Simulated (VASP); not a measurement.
# CdS (F-43m) in VASP: a series of runs, part 2 of 2

VASP 6.6.1. The steps go on from the part before.

### 4 Single point, PBEsol

Contents of INCAR:

```
SYSTEM = CdS
PREC = Accurate
ENCUT = 520
EDIFF = 1E-7
ISMEAR = -1
SIGMA = 0.03
LREAL = .FALSE.
LASPH = .TRUE.
NELM = 100
ALGO = Normal
ISIF = 2
LWAVE = .FALSE.
LCHARG = .FALSE.
GGA = PS
NBANDS = 16
```

Contents of KPOINTS:

```
Automatic mesh
0
G
  9 9 9
  0 0 0
```

Contents of POSCAR:

```
CdS
1.0
    0.0000000000      2.9100000000      2.9100000000
    2.9100000000      0.0000000000      2.9100000000
    2.9100000000      2.9100000000      0.0000000000
Cd S
1 1
Direct
    0.0000000000      0.0000000000      0.0000000000
    0.7500000000      0.7500000000      0.7500000000
```

Potentials or basis: VASP PAW PBE potentials, release 64 (Cd, S).

Command:

```
$ cat potpaw_PBE.64/Cd/POTCAR potpaw_PBE.64/S/POTCAR > POTCAR
$ mpirun -np 1 vasp_std > vasp.out
```

OUTCAR:

```text
SYSTEM = CdS
   PREC = Accurate
   ENCUT = 520
   EDIFF = 1E-7
   ISMEAR = -1
   LREAL = .FALSE.
   LASPH = .TRUE.
   NELM = 100
   ISIF = 2
   GGA = PS

 ion  position               nearest neighbor table
   1  0.000  0.000  0.000-   2 2.52   2 2.52   2 2.52   2 2.52
   2  0.750  0.750  0.750-   1 2.52   1 2.52   1 2.52   1 2.52

  LATTYP: Found a face centered cubic cell.
 ALAT       =     5.8200000000

  Lattice vectors:

 A1 = (   0.0000000000,   2.9100000000,   2.9100000000)
 A2 = (   2.9100000000,   0.0000000000,   2.9100000000)
 A3 = (   2.9100000000,   2.9100000000,   0.0000000000)

Analysis of symmetry for initial positions (statically):
=====================================================================
 Subroutine PRICEL returns:
 Original cell was already a primitive cell.

 Routine SETGRP: Setting up the symmetry group for a
 face centered cubic supercell.

 Subroutine GETGRP returns: Found 24 space group operations
 (whereof 24 operations were pure point group operations)
 out of a pool of 48 trial point group operations.

The static configuration has the point symmetry T_d .

Analysis of symmetry for dynamics (positions and initial velocities):
=====================================================================
 Subroutine PRICEL returns:
 Original cell was already a primitive cell.

 Routine SETGRP: Setting up the symmetry group for a
 face centered cubic supercell.

 Subroutine GETGRP returns: Found 24 space group operations
 (whereof 24 operations were pure point group operations)
 out of a pool of 48 trial point group operations.

The dynamic configuration has the point symmetry T_d .

 Subroutine INISYM returns: Found 24 space group operations
 (whereof 24 operations are pure point group operations),
 and found     1 'primitive' translations

----------------------------------------------------------------------------------------

                                     Primitive cell

  volume of cell :      49.2843

  direct lattice vectors                    reciprocal lattice vectors
     0.000000000  2.910000000  2.910000000    -0.171821306  0.171821306  0.171821306
     2.910000000  0.000000000  2.910000000     0.171821306 -0.171821306  0.171821306
     2.910000000  2.910000000  0.000000000     0.171821306  0.171821306 -0.171821306

  length of vectors
     4.115361467  4.115361467  4.115361467     0.297603232  0.297603232  0.297603232

  position of ions in fractional coordinates (direct lattice)
     0.000000000  0.000000000  0.000000000
     0.750000000  0.750000000  0.750000000

  ion indices of the primitive-cell ions
   primitive index   ion index
                 1           1
                 2           2

----------------------------------------------------------------------------------------

 KPOINTS: Automatic mesh

Automatic generation of k-mesh.
 Grid dimensions read from file:
 generate k-points for:    9    9    9

 Generating k-lattice:

  Cartesian coordinates                     Fractional coordinates (reciprocal lattice)
    -0.019091256  0.019091256  0.019091256     0.111111111  0.000000000  0.000000000
     0.019091256 -0.019091256  0.019091256     0.000000000  0.111111111  0.000000000
     0.019091256  0.019091256 -0.019091256     0.000000000  0.000000000  0.111111111

  Length of vectors
     0.033067026  0.033067026  0.033067026

  Shift w.r.t. Gamma in fractional coordinates (k-lattice)
     0.000000000  0.000000000  0.000000000

 Subroutine IBZKPT returns following result:
 ===========================================

 Found     35 irreducible k-points:

 Following reciprocal coordinates:
            Coordinates               Weight
  0.000000  0.000000  0.000000      1.000000
  0.111111  0.000000  0.000000      8.000000
  0.222222  0.000000  0.000000      8.000000
  0.333333  0.000000  0.000000      8.000000
  0.444444  0.000000  0.000000      8.000000
  0.111111  0.111111  0.000000      6.000000
[... 16 lines left out ...]
 -0.333333  0.333333  0.000000     12.000000
  0.444444  0.444444  0.000000      6.000000
 [... further k-points ...]
   k-points           NKPTS =     35   k-points in BZ     NKDIM =     35   number of bands    NBANDS=     16
   number of dos      NEDOS =    301   number of ions     NIONS =      2
   total plane-waves  NPLWV =  32768
   dimension x,y,z NGX =    32 NGY =   32 NGZ =   32
   dimension x,y,z NGXF=    64 NGYF=   64 NGZF=   64
   ions per type =               1   1
   NGX,Y,Z   is equivalent  to a cutoff of  12.93, 12.93, 12.93 a.u.
   NGXF,Y,Z  is equivalent  to a cutoff of  25.85, 25.85, 25.85 a.u.
 SYSTEM =  CdS
   PREC   = accura    normal or accurate (medium, high low for compatibility)
   ISTART =      0    job   : 0-new  1-cont  2-samecut
   ICHARG =      2    charge: 1-file 2-atom 10-const
   ISPIN  =      1    spin polarized calculation?
   LNONCOLLINEAR =      F non collinear calculations
   LSORBIT =      F    spin-orbit coupling
   LASPH  =      T    aspherical Exc in radial PAW
   ENCUT  =  520.0 eV  38.22 Ry    6.18 a.u.   7.65  7.65  7.65*2*pi/ulx,y,z
   NELM   =    100;   NELMIN=  2; NELMDL= -5     # of ELM steps
   EDIFF  = 0.1E-06   stopping-criterion for ELM
   LREAL  =      F    real-space projection
   EDIFFG = 0.1E-05   stopping-criterion for IOM
   NSW    =      0    number of steps for IOM
   IBRION =     -1    ionic relax: 0-MD 1-quasi-New 2-CG
   NFREE  =      0    steps in history (QN), initial steepest desc. (CG)
   ISIF   =      2    stress and relaxation
   ISYM   =      2    0-nonsym 1-usesym 2-fastsym
   POTIM  = 0.5000    time-step for ionic-motion
   TEBEG  =    0.0;   TEEND  =   0.0 temperature during run
   PSTRESS=    0.0 pullay stress
   NELECT =      18.0000    total number of electrons
   NUPDOWN=      -1.0000    fix difference up-down
   EMIN   =  10.00;   EMAX   =-10.00  energy-range for DOS
   EFERMI =   0.00;   METHOD = LEGACY
   ISMEAR =    -1;   SIGMA  =   0.03  broadening in eV -4-tet -1-fermi 0-gaus
   EFERMI_NEDOS =   21; number of points for ismear=-14 and -15
   IALGO  =     38    algorithm
   IMIX   =      4    mixing-type and parameters
     AMIX     =   0.40;   BMIX     =  1.00
     AMIX_MAG =   1.60;   BMIX_MAG =  1.00
  volume/ion in A,a.u.               =      24.64       166.29
  Fermi-wavevector in a.u.,A,eV,Ry     =   1.170207  2.211371 18.631605  1.369384
  Thomas-Fermi vector in A             =   2.306669
   LORBIT       =      0    0 simple, 1 ext, 2 COOP (PROOUT), +10 PAW based schemes
   GGA     = PS    functional components
   LHFCALC =     F    Hartree Fock is set to
   AEXX    =    0.0000 exact exchange contribution
   IVDW    =     0    specifies the selected vdW correction
   LEPSILON=     F    determine dielectric tensor
   LRPA    =     F    only Hartree local field effects (RPA)
 non-spin polarized calculation
  energy-cutoff  :      520.00
  volume of cell :       49.28
 maximum number of plane-waves:      1363
   NGX = 15   NGY = 15   NGZ = 15

 number of electron      18.0000003 magnetization

 Free energy of the ion-electron system (eV)
  ---------------------------------------------------
  ext. energy  EPLUGINS =         0.00000000
  ---------------------------------------------------
  free energy    TOTEN  =        -6.81301630 eV

  energy without entropy =       -6.81301630  energy(sigma->0) =       -6.81301630

 E-fermi :   1.7986     XC(G=0):  -9.4098

 val. band max:        1.2694130096   @ k =   0.0000   0.0000   0.0000
 cond. band min:       2.2917285832   @ k =   0.0000   0.0000   0.0000
 fundamental gap:      1.0223155736
 Fermi energy:         1.7986426260

 k-point     1 :       0.0000    0.0000    0.0000
  band No.  band energies     occupation
      1     -11.1571      2.00000
      2      -6.4847      2.00000
      3      -6.4847      2.00000
      4      -6.4847      2.00000
      5      -5.9872      2.00000
      6      -5.9872      2.00000
[... 8 lines left out ...]
     15      12.7259      0.00000
     16      12.7259      0.00000
[... 419 lines left out ...]
 k-point    24 :       0.4444    0.4444    0.0000
  band No.  band energies     occupation
      1     -10.5918      2.00000
      2      -6.2684      2.00000
      3      -6.1367      2.00000
      4      -6.1367      2.00000
      5      -5.8993      2.00000
      6      -5.5956      2.00000
[... 8 lines left out ...]
     15      13.5849      0.00000
     16      15.1086      0.00000

 [... further k-points ...]

------------------------ aborting loop because EDIFF is reached ----------------------------------------

  FORCE on cell =-STRESS in cart. coord.  units (eV):
  Direction    XX          YY          ZZ          XY          YZ          ZX
  --------------------------------------------------------------------------------------
  -------------------------------------------------------------------------------------
  Total        0.1671952      0.1671952      0.1671952     -0.0000000      0.0000000      0.0000000
  in kB        5.4353245      5.4353245      5.4353245     -0.0000000      0.0000000      0.0000000
  external PRESSURE =       5.4353245 kB  Pullay stress =       0.0000000 kB

 VOLUME and BASIS-vectors are now :
 -----------------------------------------------------------------------------
  energy-cutoff  :      520.00
  volume of cell :       49.28
      direct lattice vectors                 reciprocal lattice vectors
     0.000000000  2.910000000  2.910000000    -0.171821306  0.171821306  0.171821306
     2.910000000  0.000000000  2.910000000     0.171821306 -0.171821306  0.171821306
     2.910000000  2.910000000  0.000000000     0.171821306  0.171821306 -0.171821306

 POSITION                                       TOTAL-FORCE (eV/Angst)
 -----------------------------------------------------------------------------------
      0.00000      0.00000      0.00000         0.000000      0.000000     -0.000000
      4.36500      4.36500      4.36500        -0.000000     -0.000000      0.000000
 -----------------------------------------------------------------------------------
    total drift:                                0.000000      0.000000      0.000000

  FREE ENERGIE OF THE ION-ELECTRON SYSTEM (eV)
  ---------------------------------------------------
  free  energy   TOTEN  =        -6.8130163030 eV

  energy  without entropy=       -6.8130163028  energy(sigma->0) =       -6.81301630
```

OSZICAR:

```text
N       E                     dE             d eps       ncg     rms          rms(c)
DAV:   1     0.109201734050E+03    0.10920E+03   -0.90798E+03  1136   0.103E+03
DAV:   2    -0.315191844520E+01   -0.11235E+03   -0.10591E+03  1368   0.254E+02
DAV:   3    -0.728680214189E+01   -0.41349E+01   -0.41283E+01  1416   0.508E+01
DAV:   4    -0.731165346127E+01   -0.24851E-01   -0.24849E-01  1392   0.389E+00
DAV:   5    -0.731197102059E+01   -0.31756E-03   -0.31756E-03  1424   0.418E-01    0.792E+00
DAV:   6    -0.683561144005E+01    0.47636E+00   -0.78791E-01  1728   0.122E+01    0.636E+00
DAV:   7    -0.681553244718E+01    0.20079E-01   -0.16589E-01  1448   0.289E+00    0.302E+00
DAV:   8    -0.681318940836E+01    0.23430E-02   -0.17101E-02  1288   0.165E+00    0.255E-01
DAV:   9    -0.681294215392E+01    0.24725E-03   -0.20421E-03  1416   0.689E-01    0.519E-02
DAV:  10    -0.681297752856E+01   -0.35375E-04   -0.19688E-04  1392   0.165E-01    0.577E-02
DAV:  11    -0.681301965412E+01   -0.42126E-04   -0.69700E-05  1392   0.760E-02    0.199E-02
DAV:  12    -0.681301589653E+01    0.37576E-05   -0.14905E-05  1432   0.479E-02    0.812E-03
DAV:  13    -0.681301649513E+01   -0.59860E-06   -0.24171E-06  1376   0.905E-03    0.709E-03
DAV:  14    -0.681301632833E+01    0.16680E-06   -0.18119E-07  1360   0.252E-03    0.257E-03
DAV:  15    -0.681301630300E+01    0.25330E-07   -0.22478E-08   728   0.906E-04
   1 F= -.68130163E+01 E0= -.68130163E+01  d E =-.230643E-09
```

stdout:

```text
POSCAR found type information on POSCAR CdS
 POSCAR found :  2 types and       2 ions
 scaLAPACK will be used
 -----------------------------------------------------------------------------
|                                                                             |
|                                                                             |
|     You enforced a specific xc type in the INCAR file but a different       |
|     I HOPE YOU KNOW WHAT YOU ARE DOING!                                     |
|                                                                             |
 -----------------------------------------------------------------------------

 LDA part: xc-table for (Slater+PW92), standard interpolation
 POSCAR, INCAR and KPOINTS ok, starting setup
 FFT: planning ... GRIDC
 FFT: planning ... GRID_SOFT
 FFT: planning ... GRID
 WAVECAR not read
 entering main loop
```

Run time: 14 s. Hardware: 1 thread of AMD EPYC 9R45 (Zen 5), shared host; peak memory 0.15 GiB.

Results:

```yaml
Free_energy: -6.8130 eV
Pressure: 0.5 GPa
Band_gap_on_the_k_mesh: 1.02 eV, direct
```

Caveat: the PAW data sets were made with another functional, which shifts forces and pressure a little.

### 5 The runs side by side

| level | potentials or basis | gap on the mesh (eV) | pressure (GPa) |
| --- | --- | --- | --- |
| PBE | VASP PAW PBE potentials, release 64 (Cd, S) | 1.16 | 3.7 |
| LDA | VASP PAW LDA potentials, release 64 (Cd, S) | 0.91 | -1.6 |
| PBEsol | VASP PAW PBE potentials, release 64 (Cd, S) | 1.02 | 0.5 |

Alike in all rows: task single point; no spin polarisation; cell as given; k mesh 9 × 9 × 9; cutoff (eV) 520; smearing fermi-dirac 0.03 eV.

Caveats: the PAW data sets were made with another functional, which shifts forces and pressure a little (some runs).

Absolute energies hang on the potentials; compare differences alone.
